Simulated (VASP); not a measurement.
# Bi in VASP: notebook

Bi is run at these levels: PBE; tasks: single point.

Program: VASP 6.6.1. These are calculated values, not measurements. Logs are shortened: lines on timing, memory, paths and dates and some standing lists are left out, and cuts for length are marked.

### Step 1. The cell of the first run

The typed cell holds 1 atom: a = 3.282 Å, b = 3.282 Å, c = 3.277 Å, α = 90.00°, β = 90.00°, γ = 90.00°.

### Step 2. Single point, PBE

INCAR

```
SYSTEM = Bi
ALGO = Normal
EDIFF = 1E-6
ENCUT = 520
GGA = PE
ISIF = 2
ISMEAR = 0
LASPH = .True.
LCHARG = .False.
LREAL = .False.
LWAVE = .False.
NBANDS = 14
NELM = 60
PREC = Accurate
SIGMA = 0.1
```

KPOINTS

```
k-points
0
Gamma
  6 6 6
  0 0 0
```

POSCAR

```
Bi
1.0
    3.2817615940      0.0000000000      0.0000000000
    0.0000000000      3.2817615940      0.0000000000
    0.0000000000      0.0000000000      3.2772868788
Bi
1
Direct
    0.5000000000      0.5000000000      0.0000000000
```

Potentials or basis: VASP PAW PBE potentials, release 64 (Bi_d).

Run with:

```sh
> cat potpaw_PBE.64/Bi_d/POTCAR > POTCAR
> mpirun -np 1 vasp_std > vasp.out
```

OUTCAR:

```text
SYSTEM = Bi
   EDIFF = 1E-6
   ENCUT = 520
   GGA = PE
   ISIF = 2
   ISMEAR = 0
   LASPH = .True.
   LREAL = .False.
   NELM = 60
   PREC = Accurate

 ion  position               nearest neighbor table
   1  0.500  0.500  0.000-

  LATTYP: Found a simple tetragonal cell.
 ALAT       =     3.2817615940
 C/A-ratio  =     0.9986364899

  Lattice vectors:

 A1 = (   3.2817615940,   0.0000000000,   0.0000000000)
 A2 = (   0.0000000000,   3.2817615940,   0.0000000000)
 A3 = (   0.0000000000,   0.0000000000,   3.2772868788)

Analysis of symmetry for initial positions (statically):
=====================================================================
 Subroutine PRICEL returns:
 Original cell was already a primitive cell.

 Routine SETGRP: Setting up the symmetry group for a
 simple tetragonal supercell.

 Subroutine GETGRP returns: Found 16 space group operations
 (whereof 16 operations were pure point group operations)
 out of a pool of 16 trial point group operations.

The static configuration has the point symmetry D_4h.

Analysis of symmetry for dynamics (positions and initial velocities):
=====================================================================
 Subroutine PRICEL returns:
 Original cell was already a primitive cell.

 Routine SETGRP: Setting up the symmetry group for a
 simple tetragonal supercell.

 Subroutine GETGRP returns: Found 16 space group operations
 (whereof 16 operations were pure point group operations)
 out of a pool of 16 trial point group operations.

The dynamic configuration has the point symmetry D_4h.

 Subroutine INISYM returns: Found 16 space group operations
 (whereof 16 operations are pure point group operations),
 and found     1 'primitive' translations

----------------------------------------------------------------------------------------

                                     Primitive cell

  volume of cell :      35.2962

  direct lattice vectors                    reciprocal lattice vectors
     3.281761594  0.000000000  0.000000000     0.304714395  0.000000000  0.000000000
     0.000000000  3.281761594  0.000000000     0.000000000  0.304714395  0.000000000
     0.000000000  0.000000000  3.277286879     0.000000000  0.000000000  0.305130444

  length of vectors
     3.281761594  3.281761594  3.277286879     0.304714395  0.304714395  0.305130444

  position of ions in fractional coordinates (direct lattice)
     0.500000000  0.500000000  0.000000000

  ion indices of the primitive-cell ions
   primitive index   ion index
                 1           1

----------------------------------------------------------------------------------------

 KPOINTS: k-points

Automatic generation of k-mesh.
 Grid dimensions read from file:
 generate k-points for:    6    6    6

 Generating k-lattice:

  Cartesian coordinates                     Fractional coordinates (reciprocal lattice)
     0.050785733  0.000000000  0.000000000     0.166666667  0.000000000  0.000000000
     0.000000000  0.050785733  0.000000000     0.000000000  0.166666667  0.000000000
     0.000000000  0.000000000  0.050855074     0.000000000  0.000000000  0.166666667

  Length of vectors
     0.050785733  0.050785733  0.050855074

  Shift w.r.t. Gamma in fractional coordinates (k-lattice)
     0.000000000  0.000000000  0.000000000

 Subroutine IBZKPT returns following result:
 ===========================================

 Found     40 irreducible k-points:

 Following reciprocal coordinates:
            Coordinates               Weight
  0.000000  0.000000  0.000000      1.000000
  0.166667  0.000000  0.000000      4.000000
  0.333333  0.000000  0.000000      4.000000
  0.500000  0.000000  0.000000      2.000000
  0.166667  0.166667  0.000000      4.000000
  0.333333  0.166667  0.000000      8.000000
[... 16 lines left out ...]
  0.333333  0.000000  0.333333      8.000000
  0.500000  0.000000  0.333333      4.000000
 [... further k-points ...]
   k-points           NKPTS =     40   k-points in BZ     NKDIM =     40   number of bands    NBANDS=     14
   number of dos      NEDOS =    301   number of ions     NIONS =      1
   total plane-waves  NPLWV =  13824
   dimension x,y,z NGX =    24 NGY =   24 NGZ =   24
   dimension x,y,z NGXF=    48 NGYF=   48 NGZF=   48
   ions per type =               1
   NGX,Y,Z   is equivalent  to a cutoff of  12.16, 12.16, 12.17 a.u.
   NGXF,Y,Z  is equivalent  to a cutoff of  24.32, 24.32, 24.35 a.u.
 SYSTEM =  Bi
   PREC   = accura    normal or accurate (medium, high low for compatibility)
   ISTART =      0    job   : 0-new  1-cont  2-samecut
   ICHARG =      2    charge: 1-file 2-atom 10-const
   ISPIN  =      1    spin polarized calculation?
   LNONCOLLINEAR =      F non collinear calculations
   LSORBIT =      F    spin-orbit coupling
   LASPH  =      T    aspherical Exc in radial PAW
   ENCUT  =  520.0 eV  38.22 Ry    6.18 a.u.   6.10  6.10  6.09*2*pi/ulx,y,z
   NELM   =     60;   NELMIN=  2; NELMDL= -5     # of ELM steps
   EDIFF  = 0.1E-05   stopping-criterion for ELM
   LREAL  =      F    real-space projection
   EDIFFG = 0.1E-04   stopping-criterion for IOM
   NSW    =      0    number of steps for IOM
   IBRION =     -1    ionic relax: 0-MD 1-quasi-New 2-CG
   NFREE  =      0    steps in history (QN), initial steepest desc. (CG)
   ISIF   =      2    stress and relaxation
   ISYM   =      2    0-nonsym 1-usesym 2-fastsym
   POTIM  = 0.5000    time-step for ionic-motion
   TEBEG  =    0.0;   TEEND  =   0.0 temperature during run
   PSTRESS=    0.0 pullay stress
   NELECT =      15.0000    total number of electrons
   NUPDOWN=      -1.0000    fix difference up-down
   EMIN   =  10.00;   EMAX   =-10.00  energy-range for DOS
   EFERMI =   0.00;   METHOD = LEGACY
   ISMEAR =     0;   SIGMA  =   0.10  broadening in eV -4-tet -1-fermi 0-gaus
   EFERMI_NEDOS =   21; number of points for ismear=-14 and -15
   IALGO  =     38    algorithm
   IMIX   =      4    mixing-type and parameters
     AMIX     =   0.40;   BMIX     =  1.00
     AMIX_MAG =   1.60;   BMIX_MAG =  1.00
  volume/ion in A,a.u.               =      35.30       238.19
  Fermi-wavevector in a.u.,A,eV,Ry     =   1.230823  2.325919 20.611823  1.514926
  Thomas-Fermi vector in A             =   2.365657
   LORBIT       =      0    0 simple, 1 ext, 2 COOP (PROOUT), +10 PAW based schemes
   GGA     = PE    functional components
   LHFCALC =     F    Hartree Fock is set to
   AEXX    =    0.0000 exact exchange contribution
   IVDW    =     0    specifies the selected vdW correction
   LEPSILON=     F    determine dielectric tensor
   LRPA    =     F    only Hartree local field effects (RPA)
 non-spin polarized calculation
 Gauss-broadening in eV      SIGMA  =   0.10
  energy-cutoff  :      520.00
  volume of cell :       35.30
 maximum number of plane-waves:       968
   NGX = 13   NGY = 13   NGZ = 13

 number of electron      14.9999991 magnetization

 Free energy of the ion-electron system (eV)
  ---------------------------------------------------
  ext. energy  EPLUGINS =         0.00000000
  ---------------------------------------------------
  free energy    TOTEN  =        -3.90510976 eV

  energy without entropy =       -3.90369494  energy(sigma->0) =       -3.90440235

 E-fermi :   6.4761     XC(G=0):  -9.5427

 val. band max:        6.3940140813   @ k =   0.0000   0.0000   0.1667
 cond. band min:       6.6001410628   @ k =   0.5000   0.5000   0.3333
 fundamental gap:      0.2061269815
 Fermi energy:         6.4760855284

 k-point     1 :       0.0000    0.0000    0.0000
  band No.  band energies     occupation
      1     -16.6040      2.00000
      2     -16.6022      2.00000
      3     -16.3110      2.00000
      4     -16.3105      2.00000
      5     -16.3105      2.00000
      6      -6.6416      2.00000
      7       9.3648      0.00000
      8       9.3648      0.00000
      9       9.3994      0.00000
     10      12.4845      0.00000
     11      14.0263      0.00000
     12      14.0476      0.00000
     13      23.0984      0.00000
     14      23.0997      0.00000

 k-point     2 :       0.1667    0.0000    0.0000
  band No.  band energies     occupation
      1     -16.6005      2.00000
      2     -16.5406      2.00000
      3     -16.3301      2.00000
      4     -16.3295      2.00000
      5     -16.3090      2.00000
      6      -6.3149      2.00000
      7       6.3726      1.85650
      8       9.7248      0.00000
      9       9.7597      0.00000
     10      13.2855      0.00000
     11      14.3154      0.00000
     12      17.1829      0.00000
     13      21.1752      0.00000
     14      21.9424      0.00000

 k-point     3 :       0.3333    0.0000    0.0000
  band No.  band energies     occupation
      1     -16.5944      2.00000
      2     -16.4167      2.00000
      3     -16.3679      2.00000
      4     -16.3673      2.00000
      5     -16.3059      2.00000
      6      -5.4648      2.00000
      7       3.0021      2.00000
      8      10.5934      0.00000
      9      10.6288      0.00000
     10      14.2903      0.00000
     11      15.1465      0.00000
     12      18.5055      0.00000
     13      18.6112      0.00000
     14      19.4567      0.00000
[... 324 lines left out ...]
 k-point    23 :       0.3333    0.0000    0.3333
  band No.  band energies     occupation
      1     -16.5013      2.00000
      2     -16.4370      2.00000
      3     -16.3628      2.00000
      4     -16.3618      2.00000
      5     -16.3037      2.00000
      6      -4.2934      2.00000
      7       4.2062      2.00000
      8       4.2558      2.00000
      9      11.7022      0.00000
     10      11.8659      0.00000
     11      15.9179      0.00000
     12      19.0078      0.00000
     13      20.1577      0.00000
     14      20.6508      0.00000

 k-point    24 :       0.5000    0.0000    0.3333
  band No.  band energies     occupation
      1     -16.4882      2.00000
      2     -16.4598      2.00000
      3     -16.3806      2.00000
      4     -16.3607      2.00000
      5     -16.2487      2.00000
      6      -3.6857      2.00000
      7       2.7083      2.00000
      8       4.8442      2.00000
      9      10.3844      0.00000
     10      12.4399      0.00000
     11      17.2168      0.00000
     12      17.5463      0.00000
     13      19.3878      0.00000
     14      20.8184      0.00000

 [... further k-points ...]
[... 5 lines left out ...]
  --------------------------------------------------------------------------------------
  -------------------------------------------------------------------------------------
  Total       -0.0223701     -0.0223701      0.0081315      0.0000000      0.0000000      0.0000000
  in kB       -1.0154280     -1.0154280      0.3691060      0.0000000      0.0000000      0.0000000
  external PRESSURE =      -0.5539167 kB  Pullay stress =       0.0000000 kB

 VOLUME and BASIS-vectors are now :
 -----------------------------------------------------------------------------
  energy-cutoff  :      520.00
  volume of cell :       35.30
      direct lattice vectors                 reciprocal lattice vectors
     3.281761594  0.000000000  0.000000000     0.304714395  0.000000000  0.000000000
     0.000000000  3.281761594  0.000000000     0.000000000  0.304714395  0.000000000
     0.000000000  0.000000000  3.277286879     0.000000000  0.000000000  0.305130444

 POSITION                                       TOTAL-FORCE (eV/Angst)
 -----------------------------------------------------------------------------------
      1.64088      1.64088      0.00000         0.000000      0.000000      0.000000
 -----------------------------------------------------------------------------------
    total drift:                                0.000000     -0.000000     -0.000000

  FREE ENERGIE OF THE ION-ELECTRON SYSTEM (eV)
  ---------------------------------------------------
  free  energy   TOTEN  =        -3.9051097639 eV

  energy  without entropy=       -3.9036949414  energy(sigma->0) =       -3.90440235
```

Run time: 5.6 s. Hardware: 1 thread of Intel Xeon 6975P-C, shared host; peak memory 0.14 GiB.

What came out:

- Free energy: -3.9051 eV
- Pressure: -0.1 GPa

Stress tensor (GPa, compression positive):
```
-0.10  0.00  0.00
 0.00 -0.10  0.00
 0.00  0.00  0.04
```

Levels at points of the mesh, in eV from the Fermi level:
| k point | band 5 | band 6 | band 7 | band 8 | band 9 | band 10 |
| --- | --- | --- | --- | --- | --- | --- |
| (0.00, 0.00, 0.00) | -22.79 | -13.12 | 2.89 | 2.89 | 2.92 | 6.01 |
| (0.50, 0.00, 0.00) | -22.78 | -11.33 | -4.98 | 4.68 | 4.71 | 9.48 |
| (0.50, 0.50, 0.00) | -22.67 | -9.56 | -3.18 | -3.18 | 2.62 | 6.56 |
| (0.00, 0.00, 0.50) | -22.78 | -11.31 | -4.98 | 4.69 | 4.69 | 9.46 |
| (0.50, 0.00, 0.50) | -22.67 | -9.54 | -3.19 | -3.17 | 2.62 | 6.54 |
| (0.50, 0.50, 0.50) | -22.67 | -7.75 | -1.51 | -1.49 | -1.49 | 5.19 |

Caveat: spin-orbit coupling is left out, which moves the levels of the heavy elements.

### Step 3. Single point, PBE

This run uses another cell than the first one, of 35.13 Å³/atom, 0.995 times its volume.

INCAR

```
ALGO = Normal ; EDIFF = 1E-6
ENCUT = 520 ; GGA = PE
ISIF = 2 ; ISMEAR = 0
LASPH = True ; LCHARG = False
LREAL = False ; LWAVE = False
NBANDS = 14 ; NELM = 100
PREC = Accurate ; SIGMA = 0.1
```

KPOINTS

```
k-points
0
Gamma
  16 16 16
```

POSCAR

```
Bi
1.0
    3.2751590537      0.0000000000      0.0000000000
    0.0000000000      3.2751590537      0.0000000000
    0.0000000000      0.0000000000      3.2751590537
Bi
1
Direct
    0.5000000000      0.5000000000      0.5000000000
```

Potentials or basis: VASP PAW PBE potentials, release 64 (Bi_d).

Run with:

```sh
> cat potpaw_PBE.64/Bi_d/POTCAR > POTCAR
> mpirun -np 1 vasp_std > vasp.out
```

It took 22 s on 1 thread of Intel Xeon 6975P-C, shared host; peak memory 0.19 GiB.

The run converged. Its results:

| Property | Result |
| --- | --- |
| Free energy | -3.8406 eV |
| Pressure | -0.1 GPa |

Levels at points of the mesh, in eV from the Fermi level:
```csv
k point,band 4,band 5,band 6,band 7,band 8,band 9,band 10,band 11
"(0.00, 0.00, 0.00)",-22.61,-22.61,-12.95,3.11,3.11,3.11,6.22,7.78
"(0.50, 0.00, 0.00)",-22.66,-22.60,-11.15,-4.81,4.92,4.92,9.67,9.77
"(0.50, 0.50, 0.00)",-22.68,-22.50,-9.36,-3.00,-3.00,2.81,6.78,11.92
"(0.50, 0.50, 0.50)",-22.49,-22.49,-7.55,-1.30,-1.30,-1.30,5.40,5.40
```

Caveat: spin-orbit coupling is left out, which moves the levels of the heavy elements.
